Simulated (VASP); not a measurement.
# In (Im-3m) in VASP: further runs

In is run at these levels: PBEsol; tasks: single point.

Everything below comes from runs of VASP 6.6.1. Logs are shortened: lines on timing, memory, paths and dates and some standing lists are left out, and cuts for length are marked.

## (1) The cell of the first run

Symmetry: Im-3m, No. 229, cubic system. The conventional cell has a = 3.227 Å, b = 3.227 Å, c = 3.227 Å, α = 90.00°, β = 90.00°, γ = 90.00°. In (site symmetry m-3m) has 14 In at 2.79 to 3.23 Å within 3.7 Å.

## (2) Single point, PBEsol (volume scaled by 0.65, source ansatz)

Contents of INCAR:

```
SYSTEM = In
  ALGO = Normal
  EDIFF = 1E-6
  ENCUT = 520
  GGA = PS
  ISIF = 2
  ISMEAR = -1
  LASPH = .TRUE.
  LCHARG = .FALSE.
  LREAL = .FALSE.
  LWAVE = .FALSE.
  NBANDS = 12
  NELM = 100
  PREC = Accurate
  SIGMA = 0.1
```

Contents of KPOINTS:

```
k-points
0
G
  16 16 16
  0 0 0
```

Contents of POSCAR:

```
In
1.0
   -1.6132826765      1.6132826765      1.6132826765
    1.6132826765     -1.6132826765      1.6132826765
    1.6132826765      1.6132826765     -1.6132826765
In
1
Direct
    0.0000000000      0.0000000000      0.0000000000
```

Potentials or basis: VASP PAW PBE potentials, release 64 (In_d).

Run with:

```
$ cat potpaw_PBE.64/In_d/POTCAR > POTCAR
$ mpirun -np 1 vasp_std > vasp.out
```

OUTCAR:

```text
SYSTEM = In
   EDIFF = 1E-6
   ENCUT = 520
   GGA = PS
   ISIF = 2
   ISMEAR = -1
   LASPH = .TRUE.
   LREAL = .FALSE.
   NELM = 100
   PREC = Accurate

 ion  position               nearest neighbor table
   1  0.000  0.000  0.000-

  LATTYP: Found a body centered cubic cell.
 ALAT       =     3.2265653530

  Lattice vectors:

 A1 = (  -1.6132826765,   1.6132826765,   1.6132826765)
 A2 = (   1.6132826765,  -1.6132826765,   1.6132826765)
 A3 = (   1.6132826765,   1.6132826765,  -1.6132826765)

Analysis of symmetry for initial positions (statically):
=====================================================================
 Subroutine PRICEL returns:
 Original cell was already a primitive cell.

 Routine SETGRP: Setting up the symmetry group for a
 body centered cubic supercell.

 Subroutine GETGRP returns: Found 48 space group operations
 (whereof 48 operations were pure point group operations)
 out of a pool of 48 trial point group operations.

The static configuration has the point symmetry O_h .

Analysis of symmetry for dynamics (positions and initial velocities):
=====================================================================
 Subroutine PRICEL returns:
 Original cell was already a primitive cell.

 Routine SETGRP: Setting up the symmetry group for a
 body centered cubic supercell.

 Subroutine GETGRP returns: Found 48 space group operations
 (whereof 48 operations were pure point group operations)
 out of a pool of 48 trial point group operations.

The dynamic configuration has the point symmetry O_h .

 Subroutine INISYM returns: Found 48 space group operations
 (whereof 48 operations are pure point group operations),
 and found     1 'primitive' translations

----------------------------------------------------------------------------------------

                                     Primitive cell

  volume of cell :      16.7954

  direct lattice vectors                    reciprocal lattice vectors
    -1.613282676  1.613282676  1.613282676     0.000000000  0.309927087  0.309927087
     1.613282676 -1.613282676  1.613282676     0.309927087  0.000000000  0.309927087
     1.613282676  1.613282676 -1.613282676     0.309927087  0.309927087  0.000000000

  length of vectors
     2.794287563  2.794287563  2.794287563     0.438303089  0.438303089  0.438303089

  position of ions in fractional coordinates (direct lattice)
     0.000000000  0.000000000  0.000000000

  ion indices of the primitive-cell ions
   primitive index   ion index
                 1           1

----------------------------------------------------------------------------------------

 KPOINTS: k-points

Automatic generation of k-mesh.
 Grid dimensions read from file:
 generate k-points for:   16   16   16

 Generating k-lattice:

  Cartesian coordinates                     Fractional coordinates (reciprocal lattice)
     0.000000000  0.019370443  0.019370443     0.062500000  0.000000000  0.000000000
     0.019370443  0.000000000  0.019370443     0.000000000  0.062500000  0.000000000
     0.019370443  0.019370443  0.000000000     0.000000000  0.000000000  0.062500000

  Length of vectors
     0.027393943  0.027393943  0.027393943

  Shift w.r.t. Gamma in fractional coordinates (k-lattice)
     0.000000000  0.000000000  0.000000000

 Subroutine IBZKPT returns following result:
 ===========================================

 Found    145 irreducible k-points:

 Following reciprocal coordinates:
            Coordinates               Weight
  0.000000  0.000000  0.000000      1.000000
  0.062500  0.000000  0.000000     12.000000
  0.125000  0.000000  0.000000     12.000000
  0.187500  0.000000  0.000000     12.000000
  0.250000  0.000000  0.000000     12.000000
  0.312500  0.000000  0.000000     12.000000
[... 16 lines left out ...]
  0.187500  0.187500  0.000000     24.000000
  0.250000  0.187500 -0.000000     48.000000
 [... further k-points ...]
   k-points           NKPTS =    145   k-points in BZ     NKDIM =    145   number of bands    NBANDS=     12
   number of dos      NEDOS =    301   number of ions     NIONS =      1
   total plane-waves  NPLWV =  13824
   dimension x,y,z NGX =    24 NGY =   24 NGZ =   24
   dimension x,y,z NGXF=    48 NGYF=   48 NGZF=   48
   ions per type =               1
   NGX,Y,Z   is equivalent  to a cutoff of  14.28, 14.28, 14.28 a.u.
   NGXF,Y,Z  is equivalent  to a cutoff of  28.56, 28.56, 28.56 a.u.
 SYSTEM =  In
   PREC   = accura    normal or accurate (medium, high low for compatibility)
   ISTART =      0    job   : 0-new  1-cont  2-samecut
   ICHARG =      2    charge: 1-file 2-atom 10-const
   ISPIN  =      1    spin polarized calculation?
   LNONCOLLINEAR =      F non collinear calculations
   LSORBIT =      F    spin-orbit coupling
   LASPH  =      T    aspherical Exc in radial PAW
   ENCUT  =  520.0 eV  38.22 Ry    6.18 a.u.   5.20  5.20  5.20*2*pi/ulx,y,z
   NELM   =    100;   NELMIN=  2; NELMDL= -5     # of ELM steps
   EDIFF  = 0.1E-05   stopping-criterion for ELM
   LREAL  =      F    real-space projection
   EDIFFG = 0.1E-04   stopping-criterion for IOM
   NSW    =      0    number of steps for IOM
   IBRION =     -1    ionic relax: 0-MD 1-quasi-New 2-CG
   NFREE  =      0    steps in history (QN), initial steepest desc. (CG)
   ISIF   =      2    stress and relaxation
   ISYM   =      2    0-nonsym 1-usesym 2-fastsym
   POTIM  = 0.5000    time-step for ionic-motion
   TEBEG  =    0.0;   TEEND  =   0.0 temperature during run
   PSTRESS=    0.0 pullay stress
   NELECT =      13.0000    total number of electrons
   NUPDOWN=      -1.0000    fix difference up-down
   EMIN   =  10.00;   EMAX   =-10.00  energy-range for DOS
   EFERMI =   0.00;   METHOD = LEGACY
   ISMEAR =    -1;   SIGMA  =   0.10  broadening in eV -4-tet -1-fermi 0-gaus
   EFERMI_NEDOS =   21; number of points for ismear=-14 and -15
   IALGO  =     38    algorithm
   IMIX   =      4    mixing-type and parameters
     AMIX     =   0.40;   BMIX     =  1.00
     AMIX_MAG =   1.60;   BMIX_MAG =  1.00
  volume/ion in A,a.u.               =      16.80       113.34
  Fermi-wavevector in a.u.,A,eV,Ry     =   1.503115  2.840475 30.740378  2.259354
  Thomas-Fermi vector in A             =   2.614267
   LORBIT       =      0    0 simple, 1 ext, 2 COOP (PROOUT), +10 PAW based schemes
   GGA     = PS    functional components
   LHFCALC =     F    Hartree Fock is set to
   AEXX    =    0.0000 exact exchange contribution
   IVDW    =     0    specifies the selected vdW correction
   LEPSILON=     F    determine dielectric tensor
   LRPA    =     F    only Hartree local field effects (RPA)
 non-spin polarized calculation
  energy-cutoff  :      520.00
  volume of cell :       16.80
 maximum number of plane-waves:       466
 NGX is ok and might be reduce to    24
   NGX = 11   NGY = 11   NGZ = 11

 number of electron      12.9999996 magnetization

 Free energy of the ion-electron system (eV)
  ---------------------------------------------------
  ext. energy  EPLUGINS =         0.00000000
  ---------------------------------------------------
  free energy    TOTEN  =        -1.93006065 eV

  energy without entropy =       -1.91720116  energy(sigma->0) =       -1.92363090

 E-fermi :  13.9262     XC(G=0): -12.7073

 val. band max:       13.8347981627   @ k =   0.3750   0.0000   0.0000
 cond. band min:      13.9464534658   @ k =  -0.3750   0.3750   0.0625
 fundamental gap:      0.1116553032
 Fermi energy:        13.9261888328

 k-point     1 :       0.0000    0.0000    0.0000
  band No.  band energies     occupation
      1      -1.9053      2.00000
      2      -1.9053      2.00000
      3      -1.9053      2.00000
      4      -1.1053      2.00000
      5      -1.1053      2.00000
      6       0.3387      2.00000
      7      27.6969      0.00000
      8      27.6969      0.00000
      9      27.6969      0.00000
     10      30.8137      0.00000
     11      30.8137      0.00000
     12      30.8137      0.00000

 k-point     2 :       0.0625    0.0000    0.0000
  band No.  band energies     occupation
      1      -1.9203      2.00000
      2      -1.8980      2.00000
      3      -1.8597      2.00000
      4      -1.1215      2.00000
      5      -1.1049      2.00000
      6       0.4671      2.00000
      7      26.9683      0.00000
      8      27.5633      0.00000
      9      27.6442      0.00000
     10      29.6848      0.00000
     11      29.9040      0.00000
     12      30.0950      0.00000

 k-point     3 :       0.1250    0.0000    0.0000
  band No.  band energies     occupation
      1      -1.9627      2.00000
      2      -1.8894      2.00000
      3      -1.7280      2.00000
      4      -1.1638      2.00000
      5      -1.1036      2.00000
      6       0.8627      2.00000
      7      24.7667      0.00000
      8      26.8518      0.00000
      9      27.5096      0.00000
     10      28.2754      0.00000
     11      28.8094      0.00000
     12      29.7551      0.00000
[... 286 lines left out ...]
 k-point    23 :       0.1875    0.1875    0.0000
  band No.  band energies     occupation
      1      -2.1293      2.00000
      2      -1.9227      2.00000
      3      -1.2620      2.00000
      4      -1.2597      2.00000
      5      -1.0385      2.00000
      6       4.0677      2.00000
      7      18.1885      0.00000
      8      18.7311      0.00000
      9      23.4754      0.00000
     10      28.2854      0.00000
     11      30.4833      0.00000
     12      33.1397      0.00000

 k-point    24 :       0.2500    0.1875   -0.0000
  band No.  band energies     occupation
      1      -2.1759      2.00000
      2      -1.9372      2.00000
      3      -1.2513      2.00000
      4      -1.2292      2.00000
      5      -0.9557      2.00000
      6       5.4511      2.00000
      7      15.7854      0.00000
      8      17.7311      0.00000
      9      22.7731      0.00000
     10      28.4041      0.00000
     11      30.9256      0.00000
     12      33.7230      0.00000

 [... further k-points ...]

------------------------ aborting loop because EDIFF is reached ----------------------------------------

  FORCE on cell =-STRESS in cart. coord.  units (eV):
  Direction    XX          YY          ZZ          XY          YZ          ZX
  --------------------------------------------------------------------------------------
  -------------------------------------------------------------------------------------
  Total        5.9698353      5.9698353      5.9698353     -0.0000000     -0.0000000     -0.0000000
  in kB      569.4840046    569.4840046    569.4840046     -0.0000000     -0.0000000     -0.0000000
  external PRESSURE =     569.4840046 kB  Pullay stress =       0.0000000 kB

 VOLUME and BASIS-vectors are now :
 -----------------------------------------------------------------------------
  energy-cutoff  :      520.00
  volume of cell :       16.80
      direct lattice vectors                 reciprocal lattice vectors
    -1.613282676  1.613282676  1.613282676     0.000000000  0.309927087  0.309927087
     1.613282676 -1.613282676  1.613282676     0.309927087  0.000000000  0.309927087
     1.613282676  1.613282676 -1.613282676     0.309927087  0.309927087  0.000000000

 POSITION                                       TOTAL-FORCE (eV/Angst)
 -----------------------------------------------------------------------------------
      0.00000      0.00000      0.00000        -0.000000      0.000000     -0.000000
 -----------------------------------------------------------------------------------
    total drift:                               -0.000000      0.000000     -0.000000

  FREE ENERGIE OF THE ION-ELECTRON SYSTEM (eV)
  ---------------------------------------------------
  free  energy   TOTEN  =        -1.9300606534 eV

  energy  without entropy=       -1.9172011556  energy(sigma->0) =       -1.92363090
```

It took 22 s on 1 thread of Intel Xeon Platinum 8259CL at 2.50GHz (Skylake/Cascade Lake), shared host; peak memory 0.15 GiB.

What came out:

- Free energy: -1.9301 eV
- Pressure: 56.9 GPa

Levels at points of the mesh, in eV from the Fermi level:
| k point | band 2 | band 3 | band 4 | band 5 | band 6 | band 7 | band 8 | band 9 | band 10 | band 11 |
| --- | --- | --- | --- | --- | --- | --- | --- | --- | --- | --- |
| (0.00, 0.00, 0.00) | -15.83 | -15.83 | -15.03 | -15.03 | -13.59 | 13.77 | 13.77 | 13.77 | 16.89 | 16.89 |
| (0.50, 0.00, 0.00) | -16.21 | -15.07 | -15.01 | -14.50 | -5.68 | -3.99 | 8.05 | 8.37 | 12.94 | 14.22 |
| (0.50, 0.50, 0.50) | -16.36 | -14.63 | -14.63 | -14.63 | 0.92 | 0.92 | 0.92 | 4.87 | 6.26 | 6.26 |

Caveat: the PAW data sets were made with another functional, which shifts forces and pressure a little; spin-orbit coupling is left out, which moves the levels of the heavy elements.

(Continued in part 2 of 3.)
